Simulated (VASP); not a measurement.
# Cu (Fm-3m) in VASP: further runs, part 2 of 2

VASP 6.6.1. Earlier steps stand in the parts before.

### 4 Single point, PBE

INCAR reads:

```
ALGO     = Normal         # electronic algorithm
EDIFF    = 1E-6           # SCF threshold, eV
ENCUT    = 520            # plane-wave cutoff, eV
GGA      = PE             # functional
ISIF     = 2              # what is computed and relaxed
ISMEAR   = -1             # smearing method
LASPH    = True           # aspherical terms in the spheres
LCHARG   = False          # write CHGCAR
LREAL    = False          # projectors in reciprocal space
LWAVE    = False          # write WAVECAR
NBANDS   = 12             # bands
NELM     = 100            # most SCF steps
PREC     = Accurate       # precision mode
SIGMA    = 0.2            # smearing width, eV
```

KPOINTS reads:

```
k-points
0
Gamma
  15 15 15
```

POSCAR reads:

```
Cu
1.0
    0.0000000000      1.8145751207      1.8145751207
    1.8145751207      0.0000000000      1.8145751207
    1.8145751207      1.8145751207      0.0000000000
Cu
1
Direct
    0.0000000000      0.0000000000      0.0000000000
```

Potentials or basis: VASP PAW PBE potentials, release 64 (Cu).

Command:

```
> cat potpaw_PBE.64/Cu/POTCAR > POTCAR
> mpirun -np 1 vasp_std > vasp.out
```

OUTCAR:

```text
EDIFF = 1E-6
   ENCUT = 520
   GGA = PE
   ISIF = 2
   ISMEAR = -1
   LASPH = True
   LREAL = False
   NELM = 100
   PREC = Accurate

 ion  position               nearest neighbor table
   1  0.000  0.000  0.000-

  LATTYP: Found a face centered cubic cell.
 ALAT       =     3.6291502414

  Lattice vectors:

 A1 = (   0.0000000000,   1.8145751207,   1.8145751207)
 A2 = (   1.8145751207,   0.0000000000,   1.8145751207)
 A3 = (   1.8145751207,   1.8145751207,   0.0000000000)

Analysis of symmetry for initial positions (statically):
=====================================================================
 Subroutine PRICEL returns:
 Original cell was already a primitive cell.

 Routine SETGRP: Setting up the symmetry group for a
 face centered cubic supercell.

 Subroutine GETGRP returns: Found 48 space group operations
 (whereof 48 operations were pure point group operations)
 out of a pool of 48 trial point group operations.

The static configuration has the point symmetry O_h .

Analysis of symmetry for dynamics (positions and initial velocities):
=====================================================================
 Subroutine PRICEL returns:
 Original cell was already a primitive cell.

 Routine SETGRP: Setting up the symmetry group for a
 face centered cubic supercell.

 Subroutine GETGRP returns: Found 48 space group operations
 (whereof 48 operations were pure point group operations)
 out of a pool of 48 trial point group operations.

The dynamic configuration has the point symmetry O_h .

 Subroutine INISYM returns: Found 48 space group operations
 (whereof 48 operations are pure point group operations),
 and found     1 'primitive' translations

----------------------------------------------------------------------------------------

                                     Primitive cell

  volume of cell :      11.9496

  direct lattice vectors                    reciprocal lattice vectors
     0.000000000  1.814575121  1.814575121    -0.275546597  0.275546597  0.275546597
     1.814575121  0.000000000  1.814575121     0.275546597 -0.275546597  0.275546597
     1.814575121  1.814575121  0.000000000     0.275546597  0.275546597 -0.275546597

  length of vectors
     2.566196746  2.566196746  2.566196746     0.477260706  0.477260706  0.477260706

  position of ions in fractional coordinates (direct lattice)
     0.000000000  0.000000000  0.000000000

  ion indices of the primitive-cell ions
   primitive index   ion index
                 1           1

----------------------------------------------------------------------------------------

 KPOINTS: k-points

Automatic generation of k-mesh.
 Grid dimensions read from file:
 generate k-points for:   15   15   15

 Generating k-lattice:

  Cartesian coordinates                     Fractional coordinates (reciprocal lattice)
    -0.018369773  0.018369773  0.018369773     0.066666667  0.000000000  0.000000000
     0.018369773 -0.018369773  0.018369773     0.000000000  0.066666667  0.000000000
     0.018369773  0.018369773 -0.018369773     0.000000000  0.000000000  0.066666667

  Length of vectors
     0.031817380  0.031817380  0.031817380

  Shift w.r.t. Gamma in fractional coordinates (k-lattice)
     0.000000000  0.000000000  0.000000000

 Subroutine IBZKPT returns following result:
 ===========================================

 Found    120 irreducible k-points:

 Following reciprocal coordinates:
            Coordinates               Weight
  0.000000  0.000000  0.000000      1.000000
  0.066667  0.000000  0.000000      8.000000
  0.133333  0.000000  0.000000      8.000000
  0.200000  0.000000  0.000000      8.000000
  0.266667  0.000000  0.000000      8.000000
  0.333333  0.000000  0.000000      8.000000
[... 16 lines left out ...]
  0.133333  0.133333  0.000000      6.000000
  0.200000  0.133333  0.000000     24.000000
 [... further k-points ...]
   k-points           NKPTS =    120   k-points in BZ     NKDIM =    120   number of bands    NBANDS=     12
   number of dos      NEDOS =    301   number of ions     NIONS =      1
   total plane-waves  NPLWV =   8000
   dimension x,y,z NGX =    20 NGY =   20 NGZ =   20
   dimension x,y,z NGXF=    40 NGYF=   40 NGZF=   40
   ions per type =               1
   NGX,Y,Z   is equivalent  to a cutoff of  12.96, 12.96, 12.96 a.u.
   NGXF,Y,Z  is equivalent  to a cutoff of  25.91, 25.91, 25.91 a.u.
 SYSTEM =  unknown system
   PREC   = accura    normal or accurate (medium, high low for compatibility)
   ISTART =      0    job   : 0-new  1-cont  2-samecut
   ICHARG =      2    charge: 1-file 2-atom 10-const
   ISPIN  =      1    spin polarized calculation?
   LNONCOLLINEAR =      F non collinear calculations
   LSORBIT =      F    spin-orbit coupling
   LASPH  =      T    aspherical Exc in radial PAW
   ENCUT  =  520.0 eV  38.22 Ry    6.18 a.u.   4.77  4.77  4.77*2*pi/ulx,y,z
   NELM   =    100;   NELMIN=  2; NELMDL= -5     # of ELM steps
   EDIFF  = 0.1E-05   stopping-criterion for ELM
   LREAL  =      F    real-space projection
   EDIFFG = 0.1E-04   stopping-criterion for IOM
   NSW    =      0    number of steps for IOM
   IBRION =     -1    ionic relax: 0-MD 1-quasi-New 2-CG
   NFREE  =      0    steps in history (QN), initial steepest desc. (CG)
   ISIF   =      2    stress and relaxation
   ISYM   =      2    0-nonsym 1-usesym 2-fastsym
   POTIM  = 0.5000    time-step for ionic-motion
   TEBEG  =    0.0;   TEEND  =   0.0 temperature during run
   PSTRESS=    0.0 pullay stress
   NELECT =      11.0000    total number of electrons
   NUPDOWN=      -1.0000    fix difference up-down
   EMIN   =  10.00;   EMAX   =-10.00  energy-range for DOS
   EFERMI =   0.00;   METHOD = LEGACY
   ISMEAR =    -1;   SIGMA  =   0.20  broadening in eV -4-tet -1-fermi 0-gaus
   EFERMI_NEDOS =   21; number of points for ismear=-14 and -15
   IALGO  =     38    algorithm
   IMIX   =      4    mixing-type and parameters
     AMIX     =   0.40;   BMIX     =  1.00
     AMIX_MAG =   1.60;   BMIX_MAG =  1.00
  volume/ion in A,a.u.               =      11.95        80.64
  Fermi-wavevector in a.u.,A,eV,Ry     =   1.592529  3.009444 34.506411  2.536150
  Thomas-Fermi vector in A             =   2.690900
   LORBIT       =      0    0 simple, 1 ext, 2 COOP (PROOUT), +10 PAW based schemes
   GGA     = PE    functional components
   LHFCALC =     F    Hartree Fock is set to
   AEXX    =    0.0000 exact exchange contribution
   IVDW    =     0    specifies the selected vdW correction
   LEPSILON=     F    determine dielectric tensor
   LRPA    =     F    only Hartree local field effects (RPA)
 non-spin polarized calculation
  energy-cutoff  :      520.00
  volume of cell :       11.95
 maximum number of plane-waves:       332
   NGX =  9   NGY =  9   NGZ =  9

 number of electron      10.9999998 magnetization

 Free energy of the ion-electron system (eV)
  ---------------------------------------------------
  ext. energy  EPLUGINS =         0.00000000
  ---------------------------------------------------
  free energy    TOTEN  =        -3.74734060 eV

  energy without entropy =       -3.70627140  energy(sigma->0) =       -3.72680600

 E-fermi :   7.4813     XC(G=0): -12.6592

 val. band max:        7.4336404161   @ k =   0.4667   0.4000   0.0667
 cond. band min:       7.5185461505   @ k =  -0.4000   0.1333   0.0000
 fundamental gap:      0.0849057343
 Fermi energy:         7.4812663617

 k-point     1 :       0.0000    0.0000    0.0000
  band No.  band energies     occupation
      1      -1.8218      2.00000
      2       4.4394      2.00000
      3       4.4394      2.00000
      4       4.4394      2.00000
      5       5.2458      1.99997
      6       5.2458      1.99997
      7      29.9414      0.00000
      8      32.4938      0.00000
      9      32.4939      0.00000
     10      32.4939      0.00000
     11      34.9748      0.00000
     12      34.9748      0.00000
[... 331 lines left out ...]
 k-point    24 :       0.2000    0.1333    0.0000
  band No.  band energies     occupation
      1      -0.4224      2.00000
      2       4.0856      2.00000
      3       4.7047      2.00000
      4       4.7319      2.00000
      5       5.0016      1.99999
      6       5.3825      1.99994
      7      24.9422      0.00000
      8      27.1840      0.00000
      9      28.2669      0.00000
     10      30.3884      0.00000
     11      32.9810      0.00000
     12      38.7661      0.00000

 [... further k-points ...]

------------------------ aborting loop because EDIFF is reached ----------------------------------------

  FORCE on cell =-STRESS in cart. coord.  units (eV):
  Direction    XX          YY          ZZ          XY          YZ          ZX
  --------------------------------------------------------------------------------------
  -------------------------------------------------------------------------------------
  Total        0.0563655      0.0563655      0.0563655     -0.0000000     -0.0000000      0.0000000
  in kB        7.5573376      7.5573376      7.5573376     -0.0000000     -0.0000000      0.0000000
  external PRESSURE =       7.5573376 kB  Pullay stress =       0.0000000 kB

 VOLUME and BASIS-vectors are now :
 -----------------------------------------------------------------------------
  energy-cutoff  :      520.00
  volume of cell :       11.95
      direct lattice vectors                 reciprocal lattice vectors
     0.000000000  1.814575121  1.814575121    -0.275546597  0.275546597  0.275546597
     1.814575121  0.000000000  1.814575121     0.275546597 -0.275546597  0.275546597
     1.814575121  1.814575121  0.000000000     0.275546597  0.275546597 -0.275546597

 POSITION                                       TOTAL-FORCE (eV/Angst)
 -----------------------------------------------------------------------------------
      0.00000      0.00000      0.00000         0.000000      0.000000      0.000000
 -----------------------------------------------------------------------------------
    total drift:                               -0.000000     -0.000000     -0.000000

  FREE ENERGIE OF THE ION-ELECTRON SYSTEM (eV)
  ---------------------------------------------------
  free  energy   TOTEN  =        -3.7473406048 eV

  energy  without entropy=       -3.7062713975  energy(sigma->0) =       -3.72680600
```

Run time: 33 s. Hardware: 1 thread of Intel Xeon 8259CL, shared host; peak memory 0.1 GiB.

What came out:

| Item | Value |
| --- | --- |
| Free energy | -3.7473 eV |
| Pressure | 0.8 GPa |

### 5 Single point, PBE

INCAR reads:

```
SYSTEM = Cu
ALGO     = Normal         ! electronic algorithm
EDIFF    = 1E-6           ! SCF threshold, eV
ENCUT    = 520            ! plane-wave cutoff, eV
GGA      = PE             ! functional
ISIF     = 2              ! what is computed and relaxed
ISMEAR   = -1             ! smearing method
LASPH    = .TRUE.         ! aspherical terms in the spheres
LCHARG   = .FALSE.        ! write CHGCAR
LREAL    = .FALSE.        ! projectors in reciprocal space
LWAVE    = .FALSE.        ! write WAVECAR
NBANDS   = 12             ! bands
NELM     = 80             ! most SCF steps
PREC     = Accurate       ! precision mode
SIGMA    = 0.3            ! smearing width, eV
```

KPOINTS reads:

```
k-points
0
G
  15 15 15
  0 0 0
```

POSCAR is that of step 4.

Command:

```
> cat potpaw_PBE.64/Cu/POTCAR > POTCAR
> mpirun -np 1 vasp_std > vasp.out
```

It took 32 s on 1 thread of Intel Xeon 8259CL, shared host; peak memory 0.1 GiB.

The run converged. Its results:

```
Free energy : -3.7744 eV
Pressure    : 1.1 GPa
```

Levels at points of the mesh, in eV from the Fermi level:
```csv
k point,band 4,band 5,band 6,band 7,band 8,band 9
"(0.00, 0.00, 0.00)",-3.06,-2.26,-2.26,22.45,25.00,25.00
```

### 6 Single point, PBE

INCAR reads:

```
ALGO     = Normal         # electronic algorithm
EDIFF    = 1E-6           # SCF threshold, eV
ENCUT    = 520            # plane-wave cutoff, eV
GGA      = PE             # functional
ISIF     = 2              # what is computed and relaxed
ISMEAR   = -1             # smearing method
LASPH    = True           # aspherical terms in the spheres
LCHARG   = False          # write CHGCAR
LREAL    = False          # projectors in reciprocal space
LWAVE    = False          # write WAVECAR
NBANDS   = 12             # bands
NELM     = 60             # most SCF steps
PREC     = Accurate       # precision mode
SIGMA    = 0.6            # smearing width, eV
```

KPOINTS reads:

```
k-points
0
Gamma
  15 15 15
```

POSCAR is that of step 5.

Potentials or basis: VASP PAW PBE potentials, release 64 (Cu).

Command:

```
> cat potpaw_PBE.64/Cu/POTCAR > POTCAR
> mpirun -np 1 vasp_std > vasp.out
```

Wall time 34 s (1 thread of Intel Xeon 8259CL, shared host); peak memory 0.1 GiB.

The run converged. Its results:

```
Free energy : -3.9702 eV
Pressure    : 3.9 GPa
```

Levels at points of the mesh, in eV from the Fermi level:
```csv
k point,band 3,band 4,band 5,band 6,band 7,band 8,band 9,band 10
"(0.00, 0.00, 0.00)",-3.42,-3.42,-2.63,-2.63,22.23,24.77,24.77,24.77
```

### 7 Single point, PBE

INCAR reads:

```
SYSTEM = Cu
PREC = Accurate ; ENCUT = 600
EDIFF = 1E-6 ; ISMEAR = -1
SIGMA = 0.1 ; LREAL = .FALSE.
LASPH = .TRUE. ; NELM = 120
ALGO = Normal ; ISIF = 2
LWAVE = .FALSE. ; LCHARG = .FALSE.
GGA = PE ; NBANDS = 12
GGA_COMPAT = .FALSE.
```

KPOINTS reads:

```
regular mesh
0
G
  8 8 8
  0 0 0
```

POSCAR reads:

```
Cu
1.0
    0.0000000000      1.8145751217      1.8145751217
    1.8145751217      0.0000000000      1.8145751217
    1.8145751217      1.8145751217      0.0000000000
Cu
1
Direct
    0.0000000000      0.0000000000      0.0000000000
```

Command:

```
> cat potpaw_PBE.64/Cu/POTCAR > POTCAR
> mpirun -np 1 vasp_std > vasp.out
```

It took 5.5 s on 1 thread of AMD EPYC 7R13 (Zen 3), shared host; peak memory 0.1 GiB.

Results (log left out):

* Free energy: -3.7063 eV
* Pressure: 1.4 GPa

Levels at points of the mesh, in eV from the Fermi level:
| k point | band 4 | band 5 | band 6 | band 7 | band 8 | band 9 |
| --- | --- | --- | --- | --- | --- | --- |
| (0.00, 0.00, 0.00) | -2.95 | -2.15 | -2.15 | 22.54 | 25.09 | 25.09 |
| (0.50, 0.00, 0.00) | -1.59 | -1.59 | -0.93 | 3.74 | 21.04 | 21.93 |
| (0.50, 0.50, 0.00) | -1.45 | -1.45 | 1.55 | 7.07 | 13.03 | 13.03 |

Caveat: the k points lie up to 0.37 Å⁻¹ apart.

### 8 Summary

| k mesh | cutoff (eV) | smearing | gap on the mesh (eV) | pressure (GPa) |
| --- | --- | --- | --- | --- |
| 15 × 15 × 15 | 520 | fermi-dirac 0.01 eV | none | 0.3 |
| 15 × 15 × 15 | 520 | fermi-dirac 0.03 eV | none | 0.4 |
| 15 × 15 × 15 | 520 | fermi-dirac 0.2 eV | none | 0.8 |
| 15 × 15 × 15 | 520 | fermi-dirac 0.3 eV | none | 1.1 |
| 15 × 15 × 15 | 520 | fermi-dirac 0.6 eV | none | 3.9 |
| 8 × 8 × 8 | 600 | fermi-dirac 0.1 eV | none | 1.4 |

Alike in all rows: task single point; level PBE; potentials or basis VASP PAW PBE potentials, release 64 (Cu); no spin polarisation; cell as given.

Caveats: some runs use coarse meshes.

Total energies depend on the potentials used, so only differences within one code and one set of settings carry meaning.
